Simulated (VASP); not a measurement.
Set up this calculation in VASP 6.6.1, as the native input.

```
Task                   : single point
Functional             : BLYP
Potentials or basis    : VASP PAW PBE potentials, release 64 (Re)
Cutoff                 : 520 eV
k mesh                 : 20 × 20 × 20
Occupations            : fermi-dirac, width 0.1 eV
Spin                   : no spin polarisation
Dipole correction      : no
Further INCAR settings : ALGO = Normal; EDIFF = 1e-06; NBANDS = 10
```

The structure of Re lies in POSCAR:

```
Re
1.0
    2.6171816759      0.0000000000      0.0000000000
    0.0000000000      2.6171816759      0.0000000000
    0.0000000000      0.0000000000      2.6171816759
Re
1
Direct
    0.0000000000      0.0000000000      0.0000000000
```

This isn't the form of Re at room conditions, which is hcp.

These files were run (other wordings do the same):

INCAR

```
PREC = Accurate
ENCUT = 520
EDIFF = 1E-6
ISMEAR = -1
SIGMA = 0.1
LREAL = F
LASPH = T
NELM = 100
ALGO = Normal
ISIF = 2
LWAVE = F
LCHARG = F
GGA = B5
ALDAX = 1.0
AGGAX = 1.0
AGGAC = 1.0
ALDAC = 0.0
NBANDS = 10
```

KPOINTS

```
regular mesh
0
Gamma
  20 20 20
```

Potentials or basis: VASP PAW PBE potentials, release 64 (Re).

Command:

```console
$ cat potpaw_PBE.64/Re/POTCAR > POTCAR
$ mpirun -np 1 vasp_std > vasp.out
```

Results of the run:

```yaml
Pressure: 0.7 GPa
Band_gap_on_the_k_mesh: zero (an odd number of electrons rules out a gap without spin polarisation)
```

Caveat: the PAW data sets were made with another functional, which shifts forces and pressure a little; spin-orbit coupling is left out, which moves the levels of the heavy elements.

Run time: 26 s on 1 thread of Intel(R) Xeon(R) Platinum 8375C CPU @ 2.90GHz (Ice Lake) (shared host), peak memory 0.17 GiB.
